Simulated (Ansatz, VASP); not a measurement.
# Two plane-wave programs on Ca3AsP

The input INCAR:

```
ALGO = Normal
EDIFF = 1E-6
ENCUT = 520
GGA = PE
ISIF = 2
ISMEAR = -1
LASPH = True
LCHARG = False
LREAL = False
LWAVE = False
NBANDS = 28
NELM = 60
PREC = Accurate
SIGMA = 0.05
```

The input KPOINTS:

```
k-points
0
Gamma
  5 5 5
```

POSCAR

```
Ca3AsP
1.0
    5.3338990000      0.0000000000      0.0000000000
    0.0000000000      5.3338990000      0.0000000000
    0.0000000000      0.0000000000      5.3338990000
As Ca P
1 3 1
Direct
   -0.0023740000      0.0033560000      0.0014920000
    0.5075020000      0.4988090000     -0.0011910000
    0.5048980000     -0.0044760000      0.5013890000
   -0.0014580000      0.5008800000      0.4980360000
    0.5017480000      0.5048880000      0.5024490000
```

The input input.yaml:

```yaml
crystal:
  lattice:
    - [5.333899, 0.0, 0.0]
    - [0.0, 5.333899, 0.0]
    - [0.0, 0.0, 5.333899]
  atoms:
    - { symbol: As, position: [-0.002374, 0.003356, 0.001492] }
    - { symbol: Ca, position: [0.507502, 0.498809, -0.001191] }
    - { symbol: Ca, position: [0.504898, -0.004476, 0.501389] }
    - { symbol: Ca, position: [-0.001458, 0.50088, 0.498036] }
    - { symbol: P, position: [0.501748, 0.504888, 0.502449] }
hamiltonian:
  xc: pbe
  pseudopotentials: { kind: paw }
kpoints:
  mp_grid: { grid: [5, 5, 5] }
scf:
  occupations: { method: fermi_dirac, width: 0.05 }
output:
  forces: true
  stress: true
  eigenvalues: true
  write_density: true
  write_potential: true
  elf: true
  volumetric_format: npy
```

Change from the starting cell: atoms moved at random, drawn with an rms of 0.05 Å.

Alike in both runs: task single point; functional PBE; k mesh 5 × 5 × 5; occupations fermi-dirac, width 0.05 eV; no spin polarisation.

|  | VASP | Ansatz |
| --- | --- | --- |
| version | VASP 6.6.1 | Ansatz 0.2.0 |
| potentials or method | VASP PAW PBE potentials, release 64 (As, Ca_sv, P) | Ansatz PAW |
| plane-wave cutoff (eV) | 520 | 420 |
| valence electrons in the cell | 40 | 50 |

Ansatz gave:

- gap on the k mesh at the Fermi level (eV): 0.20
- least direct gap on the mesh (eV): 0.20
- pressure (GPa): -0.1
- traceless stress, the component that is largest in VASP (GPa): 0.06
- rms of the force components (eV/Å): 0.191

Question: What did VASP give for the same quantities?

Answer: gap on the k mesh at the Fermi level (eV): 0.19; least direct gap on the mesh (eV): 0.19; pressure (GPa): 0.1; traceless stress, the component that is largest in VASP (GPa): 0.06; rms of the force components (eV/Å): 0.193.

Atom by atom the forces differ by 0.002 eV/Å (rms over components). VASP's potentials hold 40 valence electrons a cell and Ansatz's 50, so a difference there can come from the potentials and not from the codes.

Noted on Ansatz's run: odd divisions of the mesh miss points on the zone boundary, where band edges often lie, so the gap on the mesh can be too wide.
